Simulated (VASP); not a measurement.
# In2O3 (R-3c) in VASP: single point with LDA

Aim: the single point of In2O3 with LDA.

All numbers are computed with VASP 6.6.1; they aren't measurements. Logs are shortened: lines on timing, memory, paths and dates and some standing lists are left out, and cuts for length are marked.

### 1 The cell of the first run

The structure is trigonal, space group R-3c (No. 167). Conventional cell: a = 5.461 Å, b = 5.461 Å, c = 14.369 Å, α = 90.00°, β = 90.00°, γ = 120.00°. Within 2.8 Å of In (site symmetry 3) lie 6 O at 2.11 to 2.24 Å. O (site symmetry 2) has 4 In at 2.11 to 2.24 Å and 8 O at 2.80 to 3.08 Å within 3.1 Å.

### 2 Single point, LDA

Contents of INCAR:

```
PREC = Accurate
ENCUT = 600
EDIFF = 1E-6
ISMEAR = 0
SIGMA = 0.02
LREAL = F
LASPH = T
NELM = 120
ALGO = Normal
ISIF = 2
LWAVE = F
LCHARG = F
GGA = CA
NBANDS = 55
GGA_COMPAT = F
```

Contents of KPOINTS:

```
Automatic mesh
0
Gamma
  6 6 6
```

Contents of POSCAR:

```
In2O3
1.0
    2.7305051782      1.5764578996      4.7898004581
   -2.7305051782      1.5764578996      4.7898004581
    0.0000000000     -3.1529157993      4.7898004581
In O
4 6
Direct
    0.6423186511      0.6423186511      0.6423186511
    0.8576813489      0.8576813489      0.8576813489
    0.3576813489      0.3576813489      0.3576813489
    0.1423186511      0.1423186511      0.1423186511
    0.0455359261      0.7500000000      0.4544640739
    0.7500000000      0.4544640739      0.0455359261
    0.4544640739      0.0455359261      0.7500000000
    0.9544640739      0.2500000000      0.5455359261
    0.5455359261      0.9544640739      0.2500000000
    0.2500000000      0.5455359261      0.9544640739
```

Potentials or basis: VASP PAW LDA potentials, release 64 (In_d, O).

Started as:

```
$ cat potpaw_LDA.64/In_d/POTCAR potpaw_LDA.64/O/POTCAR > POTCAR
$ mpirun -np 1 vasp_std > vasp.out
```

OUTCAR:

```text
PREC = Accurate
   ENCUT = 600
   EDIFF = 1E-6
   ISMEAR = 0
   LREAL = F
   LASPH = T
   NELM = 120
   ISIF = 2
   GGA = CA

 ion  position               nearest neighbor table
   1  0.642  0.642  0.642-  10 2.11   9 2.11   8 2.11   5 2.24   6 2.24   7 2.24   2 3.09   3 3.23
                             3 3.23   3 3.23   2 3.58   2 3.58   2 3.58   4 3.96   4 3.96   4 3.96
   2  0.858  0.858  0.858-   8 2.11   9 2.11  10 2.11   6 2.24   5 2.24   7 2.24   1 3.09   4 3.23
                             4 3.23   4 3.23   1 3.58   1 3.58   1 3.58   3 3.96   3 3.96   3 3.96
   3  0.358  0.358  0.358-   6 2.11   7 2.11   5 2.11   8 2.24  10 2.24   9 2.24   4 3.09   1 3.23
                             1 3.23   1 3.23   4 3.58   4 3.58   4 3.58   2 3.96   2 3.96   2 3.96
   4  0.142  0.142  0.142-   5 2.11   7 2.11   6 2.11  10 2.24   8 2.24   9 2.24   3 3.09   2 3.23
                             2 3.23   2 3.23   3 3.58   3 3.58   3 3.58   1 3.96   1 3.96   1 3.96
   5  0.046  0.750  0.454-   4 2.11   3 2.11   1 2.24   2 2.24
   6  0.750  0.454  0.046-   3 2.11   4 2.11   2 2.24   1 2.24
   7  0.454  0.046  0.750-   3 2.11   4 2.11   1 2.24   2 2.24
   8  0.954  0.250  0.546-   2 2.11   1 2.11   3 2.24   4 2.24
   9  0.546  0.954  0.250-   1 2.11   2 2.11   3 2.24   4 2.24
  10  0.250  0.546  0.954-   1 2.11   2 2.11   4 2.24   3 2.24

  LATTYP: Found a trigonal (rhomboedric) cell.
 ALAT       =     5.7343758567
 COS(alpha) =     0.5465350815

  Lattice vectors:

 A1 = (   2.7305051782,   1.5764578996,   4.7898004581)
 A2 = (  -2.7305051782,   1.5764578996,   4.7898004581)
 A3 = (   0.0000000000,  -3.1529157993,   4.7898004581)

Analysis of symmetry for initial positions (statically):
=====================================================================
 Subroutine PRICEL returns:
 Original cell was already a primitive cell.

 Routine SETGRP: Setting up the symmetry group for a
 trigonal (rhombohedral) supercell.

 Subroutine GETGRP returns: Found 12 space group operations
 (whereof  6 operations were pure point group operations)
 out of a pool of 12 trial point group operations.

The static configuration has the point symmetry S_6 .
 The point group associated with its full space group is D_3d.

Analysis of symmetry for dynamics (positions and initial velocities):
=====================================================================
 Subroutine PRICEL returns:
 Original cell was already a primitive cell.

 Routine SETGRP: Setting up the symmetry group for a
 trigonal (rhombohedral) supercell.

 Subroutine GETGRP returns: Found 12 space group operations
 (whereof  6 operations were pure point group operations)
 out of a pool of 12 trial point group operations.

The dynamic configuration has the point symmetry S_6 .
 The point group associated with its full space group is D_3d.

 Subroutine INISYM returns: Found 12 space group operations
 (whereof  6 operations are pure point group operations),
 and found     1 'primitive' translations

----------------------------------------------------------------------------------------

                                     Primitive cell

  volume of cell :     123.7069

  direct lattice vectors                    reciprocal lattice vectors
     2.730505178  1.576457900  4.789800458     0.183116298  0.105722244  0.069592321
    -2.730505178  1.576457900  4.789800458    -0.183116298  0.105722244  0.069592321
     0.000000000 -3.152915799  4.789800458     0.000000000 -0.211444488  0.069592321

  length of vectors
     5.734375857  5.734375857  5.734375857     0.222602477  0.222602477  0.222602477

  position of ions in fractional coordinates (direct lattice)
     0.642318651  0.642318651  0.642318651
     0.857681349  0.857681349  0.857681349
     0.357681349  0.357681349  0.357681349
     0.142318651  0.142318651  0.142318651
     0.045535926  0.750000000  0.454464074
     0.750000000  0.454464074  0.045535926
     0.454464074  0.045535926  0.750000000
     0.954464074  0.250000000  0.545535926
     0.545535926  0.954464074  0.250000000
     0.250000000  0.545535926  0.954464074

  ion indices of the primitive-cell ions
   primitive index   ion index
                 1           1
                 2           2
                 3           3
                 4           4
                 5           5
                 6           6
                 7           7
                 8           8
                 9           9
                10          10

----------------------------------------------------------------------------------------

 KPOINTS: Automatic mesh

Automatic generation of k-mesh.
 Grid dimensions read from file:
 generate k-points for:    6    6    6

 Generating k-lattice:

  Cartesian coordinates                     Fractional coordinates (reciprocal lattice)
     0.030519383  0.017620374  0.011598720     0.166666667  0.000000000  0.000000000
    -0.030519383  0.017620374  0.011598720     0.000000000  0.166666667  0.000000000
     0.000000000 -0.035240748  0.011598720     0.000000000  0.000000000  0.166666667

  Length of vectors
     0.037100413  0.037100413  0.037100413

  Shift w.r.t. Gamma in fractional coordinates (k-lattice)
     0.000000000  0.000000000  0.000000000

 Subroutine IBZKPT returns following result:
 ===========================================

 Found     32 irreducible k-points:

 Following reciprocal coordinates:
            Coordinates               Weight
  0.000000  0.000000  0.000000      1.000000
  0.166667  0.000000  0.000000      6.000000
  0.333333  0.000000  0.000000      6.000000
  0.500000  0.000000  0.000000      3.000000
  0.166667  0.166667  0.000000      6.000000
  0.333333  0.166667  0.000000     12.000000
[... 16 lines left out ...]
  0.500000  0.500000  0.166667      6.000000
 -0.333333  0.500000  0.166667     12.000000
 [... further k-points ...]
   k-points           NKPTS =     32   k-points in BZ     NKDIM =     32   number of bands    NBANDS=     55
   number of dos      NEDOS =    301   number of ions     NIONS =     10
   total plane-waves  NPLWV = 110592
   dimension x,y,z NGX =    48 NGY =   48 NGZ =   48
   dimension x,y,z NGXF=    96 NGYF=   96 NGZF=   96
   ions per type =               4   6
   NGX,Y,Z   is equivalent  to a cutoff of  13.92, 13.92, 13.92 a.u.
   NGXF,Y,Z  is equivalent  to a cutoff of  27.83, 27.83, 27.83 a.u.
 SYSTEM =  unknown system
   PREC   = accura    normal or accurate (medium, high low for compatibility)
   ISTART =      0    job   : 0-new  1-cont  2-samecut
   ICHARG =      2    charge: 1-file 2-atom 10-const
   ISPIN  =      1    spin polarized calculation?
   LNONCOLLINEAR =      F non collinear calculations
   LSORBIT =      F    spin-orbit coupling
   LASPH  =      T    aspherical Exc in radial PAW
   ENCUT  =  600.0 eV  44.10 Ry    6.64 a.u.  11.45 11.45 11.45*2*pi/ulx,y,z
   NELM   =    120;   NELMIN=  2; NELMDL= -5     # of ELM steps
   EDIFF  = 0.1E-05   stopping-criterion for ELM
   LREAL  =      F    real-space projection
   EDIFFG = 0.1E-04   stopping-criterion for IOM
   NSW    =      0    number of steps for IOM
   IBRION =     -1    ionic relax: 0-MD 1-quasi-New 2-CG
   NFREE  =      0    steps in history (QN), initial steepest desc. (CG)
   ISIF   =      2    stress and relaxation
   ISYM   =      2    0-nonsym 1-usesym 2-fastsym
   POTIM  = 0.5000    time-step for ionic-motion
   TEBEG  =    0.0;   TEEND  =   0.0 temperature during run
   PSTRESS=    0.0 pullay stress
   NELECT =      88.0000    total number of electrons
   NUPDOWN=      -1.0000    fix difference up-down
   EMIN   =  10.00;   EMAX   =-10.00  energy-range for DOS
   EFERMI =   0.00;   METHOD = LEGACY
   ISMEAR =     0;   SIGMA  =   0.02  broadening in eV -4-tet -1-fermi 0-gaus
   EFERMI_NEDOS =   21; number of points for ismear=-14 and -15
   IALGO  =     38    algorithm
   IMIX   =      4    mixing-type and parameters
     AMIX     =   0.40;   BMIX     =  1.00
     AMIX_MAG =   1.60;   BMIX_MAG =  1.00
  volume/ion in A,a.u.               =      12.37        83.48
  Fermi-wavevector in a.u.,A,eV,Ry     =   1.461407  2.761658 29.058085  2.135709
  Thomas-Fermi vector in A             =   2.577742
   LORBIT       =      0    0 simple, 1 ext, 2 COOP (PROOUT), +10 PAW based schemes
   GGA     = CA    functional components
   LHFCALC =     F    Hartree Fock is set to
   AEXX    =    0.0000 exact exchange contribution
   IVDW    =     0    specifies the selected vdW correction
   LEPSILON=     F    determine dielectric tensor
   LRPA    =     F    only Hartree local field effects (RPA)
 non-spin polarized calculation
 Gauss-broadening in eV      SIGMA  =   0.02
  energy-cutoff  :      600.00
  volume of cell :      123.71
 maximum number of plane-waves:      4157
 NGX is ok and might be reduce to    48
   NGX = 23   NGY = 23   NGZ = 23

 number of electron      87.9999994 magnetization

 Free energy of the ion-electron system (eV)
  ---------------------------------------------------
  ext. energy  EPLUGINS =         0.00000000
  ---------------------------------------------------
  free energy    TOTEN  =       -63.67601792 eV

  energy without entropy =      -63.67601792  energy(sigma->0) =      -63.67601792

 E-fermi :   5.6780     XC(G=0): -11.8596

 val. band max:        5.5488330429   @ k =   0.3333   0.0000   0.0000
 cond. band min:       6.8652573073   @ k =   0.0000   0.0000   0.0000
 fundamental gap:      1.3164242643
 Fermi energy:         5.6780046320

 k-point     1 :       0.0000    0.0000    0.0000
  band No.  band energies     occupation
      1     -12.0137      2.00000
      2     -11.0337      2.00000
      3     -11.0337      2.00000
      4     -10.7900      2.00000
      5     -10.7900      2.00000
      6     -10.6909      2.00000
[... 47 lines left out ...]
     54      15.3239      0.00000
     55      16.0149      0.00000

 k-point     2 :       0.1667    0.0000    0.0000
  band No.  band energies     occupation
      1     -11.9291      2.00000
      2     -11.0233      2.00000
      3     -11.0169      2.00000
      4     -10.8659      2.00000
      5     -10.8085      2.00000
      6     -10.7218      2.00000
[... 1268 lines left out ...]
 k-point    24 :      -0.3333    0.5000    0.1667
  band No.  band energies     occupation
      1     -11.4449      2.00000
      2     -11.2861      2.00000
      3     -11.0510      2.00000
      4     -10.9703      2.00000
      5     -10.8437      2.00000
      6     -10.7321      2.00000
[... 47 lines left out ...]
     54      16.0205      0.00000
     55      16.7433      0.00000

 [... further k-points ...]
[... 5 lines left out ...]
  --------------------------------------------------------------------------------------
  -------------------------------------------------------------------------------------
  Total        0.5649299      0.5649299      0.4291152     -0.0000000     -0.0000000      0.0000000
  in kB        7.3166304      7.3166304      5.5576402     -0.0000000     -0.0000000      0.0000000
  external PRESSURE =       6.7303004 kB  Pullay stress =       0.0000000 kB

 VOLUME and BASIS-vectors are now :
 -----------------------------------------------------------------------------
  energy-cutoff  :      600.00
  volume of cell :      123.71
      direct lattice vectors                 reciprocal lattice vectors
     2.730505178  1.576457900  4.789800458     0.183116298  0.105722244  0.069592321
    -2.730505178  1.576457900  4.789800458    -0.183116298  0.105722244  0.069592321
     0.000000000 -3.152915799  4.789800458     0.000000000 -0.211444488  0.069592321

 POSITION                                       TOTAL-FORCE (eV/Angst)
 -----------------------------------------------------------------------------------
      0.00000     -0.00000      9.22973         0.000000      0.000000     -0.000501
      0.00000     -0.00000     12.32437         0.000000     -0.000000      0.000501
      0.00000     -0.00000      5.13967         0.000000     -0.000000      0.000501
      0.00000     -0.00000      2.04503         0.000000      0.000000     -0.000501
     -1.92354     -0.17876      5.98725        -0.002287     -0.003960     -0.000000
      0.80696      1.75522      5.98725        -0.002287      0.003960     -0.000000
      1.11658     -1.57646      5.98725         0.004573      0.000000      0.000000
      1.92354      0.17876      8.38215         0.002287      0.003960     -0.000000
     -1.11658      1.57646      8.38215        -0.004573      0.000000      0.000000
     -0.80696     -1.75522      8.38215         0.002287     -0.003960     -0.000000
 -----------------------------------------------------------------------------------
    total drift:                                0.000000      0.000000      0.000000

  FREE ENERGIE OF THE ION-ELECTRON SYSTEM (eV)
  ---------------------------------------------------
  free  energy   TOTEN  =       -63.6760179249 eV

  energy  without entropy=      -63.6760179249  energy(sigma->0) =      -63.67601792
```

Run time: 4.5 min. Hardware: 1 thread of Oxide Virtual Turin-like, shared host; peak memory 0.33 GiB.

Results:

```
Free energy            : -63.6760 eV
Pressure               : 0.7 GPa
Largest force          : 0.005 eV/Å
Band gap on the k mesh : 1.32 eV (least direct gap 1.35 eV)
```

Forces on the atoms (eV/Å):
```
In   0.000  0.000 -0.001
In   0.000  0.000  0.001
In   0.000  0.000  0.001
In   0.000  0.000 -0.001
O   -0.002 -0.004  0.000
O   -0.002  0.004  0.000
O    0.005  0.000  0.000
O    0.002  0.004  0.000
O   -0.005  0.000  0.000
O    0.002 -0.004  0.000
```

Stress tensor (GPa, compression positive):
```
0.73 0.00 0.00
0.00 0.73 0.00
0.00 0.00 0.56
```

Levels at points of the mesh, in eV from the valence-band top:
| k point | band 40 | band 41 | band 42 | band 43 | band 44 | band 45 | band 46 | band 47 | band 48 | band 49 |
| --- | --- | --- | --- | --- | --- | --- | --- | --- | --- | --- |
| (0.00, 0.00, 0.00) | -0.41 | -0.28 | -0.28 | -0.03 | -0.03 | 1.32 | 5.41 | 6.27 | 7.20 | 9.24 |
| (0.50, 0.00, 0.00) | -0.99 | -0.75 | -0.75 | -0.07 | -0.07 | 4.99 | 4.99 | 5.87 | 5.87 | 8.34 |
| (0.50, 0.50, 0.00) | -0.92 | -0.58 | -0.34 | -0.08 | -0.04 | 5.25 | 5.52 | 6.46 | 6.51 | 7.29 |
| (0.50, 0.50, 0.50) | -1.16 | -0.20 | -0.20 | -0.20 | -0.20 | 4.43 | 4.43 | 7.21 | 7.21 | 8.15 |

Caveat: spin-orbit coupling is left out, which moves the levels of the heavy elements. A k mesh can miss the band edges.
